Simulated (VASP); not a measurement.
Write the native input for VASP 6.6.1 that does the following.

| Quantity | Value |
| --- | --- |
| Task | single point |
| Functional | LDA |
| Potentials or basis | VASP PAW LDA potentials, release 64 (Ir) |
| Cutoff | 520 eV |
| k mesh | 17 × 17 × 17 |
| Occupations | fermi-dirac, width 0.1 eV |
| Spin | no spin polarisation |
| Dipole correction | no |
| Further INCAR settings | ALGO = Normal; EDIFF = 1e-07; NBANDS = 10 |

The structure of Ir lies in POSCAR:

```
Ir
1.0
    0.0000000000      1.8263410423      1.8263410423
    1.8263410423      0.0000000000      1.8263410423
    1.8263410423      1.8263410423      0.0000000000
Ir
1
Direct
    0.0000000000      0.0000000000      0.0000000000
```

This cell differs from its parent crystal: volume scaled by 0.88.

These files were run (other wordings do the same):

INCAR

```
PREC = Accurate ; ENCUT = 520
EDIFF = 1E-7 ; ISMEAR = -1
SIGMA = 0.1 ; LREAL = False
LASPH = True ; NELM = 100
ALGO = Normal ; ISIF = 2
LWAVE = False ; LCHARG = False
GGA = CA ; NBANDS = 10
```

KPOINTS

```
regular mesh
0
Gamma
  17 17 17
```

Potentials or basis: VASP PAW LDA potentials, release 64 (Ir).

Launch:

```console
$ cat potpaw_LDA.64/Ir/POTCAR > POTCAR
$ mpirun -np 1 vasp_std > vasp.out
```

Results of the run:

```
Pressure : 75.7 GPa
```

It took 22 s on 1 thread of Intel Xeon 8259CL (shared host), peak memory 0.14 GiB.
